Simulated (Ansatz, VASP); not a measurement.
# Two plane-wave programs on Pd

```xyz
2
Lattice="3.2287 0.0000 0.0000 0.0000 3.2287 0.0000 0.0000 0.0000 3.2287" Properties=species:S:1:pos:R:3 pbc="T T T"
Pd    0.0000    0.0000    0.0000
Pd    1.6144    1.6144    1.6144
```

Alike in both runs: task single point; functional r2SCAN; k mesh 11 × 11 × 11; occupations fermi-dirac, width 0.05 eV; collinear spin.

```csv
,VASP,Ansatz
version,VASP 6.6.1,Ansatz 0.2.0
potentials or method,"VASP PAW PBE potentials, release 64 (Pd), cutoff 520 eV","plane waves (500 eV) with PAW, scalar-relativistic"
valence electrons in the cell,20,36
```

|  | VASP | Ansatz | Ansatz less VASP |
| --- | --- | --- | --- |
| pressure (GPa) | -14.6 | -14.9 | -0.26 |
| net moment per atom (μB) | 0.00 | 0.00 | 0.000 |

VASP's potentials were made for PBE, not for r2SCAN. VASP's potentials hold 20 valence electrons a cell and Ansatz's 36, so a difference there can come from the potentials and not from the codes. Ansatz's warnings: seeded moment not kept, stability check not made.
